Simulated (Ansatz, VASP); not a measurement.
## One calculation of RbBr, two programs

```
Rb Br
1.0
     0.00000    3.15330    3.70170
     3.15330    0.00000    3.70170
     3.15330    3.15330    0.00000
Rb Br
1 1
Direct
  0.00000 0.00000 0.00000
  0.50000 0.50000 0.50000
```

Change from the starting cell: strain -0.080 along x and y, +0.080 along z, atoms carried along.

Alike in both runs: task single point; functional LDA; k mesh 6 × 6 × 6; occupations gaussian, width 0.05 eV; no spin polarisation.

|  | VASP | Ansatz |
| --- | --- | --- |
| version | VASP 6.6.1 | Ansatz 0.2.0 |
| potentials or method | VASP PAW LDA potentials, release 64 (Rb_sv, Br), cutoff 520 eV | scalar-relativistic, plane waves, PAW |
| valence electrons in the cell | 16 | 16 |

Ansatz gave:

* gap on the k mesh at the Fermi level (eV): 3.97
* least direct gap on the mesh (eV): 3.97
* pressure (GPa): 1.5
* traceless stress, the component that is largest in VASP (GPa): -3.69

Question: Which values does VASP return?

Answer: gap on the k mesh at the Fermi level (eV): 3.97; least direct gap on the mesh (eV): 3.97; pressure (GPa): 1.6; traceless stress, the component that is largest in VASP (GPa): -3.76.

LDA's correlation is that of Perdew and Zunger in VASP and of Perdew and Wang (1992) in Ansatz.
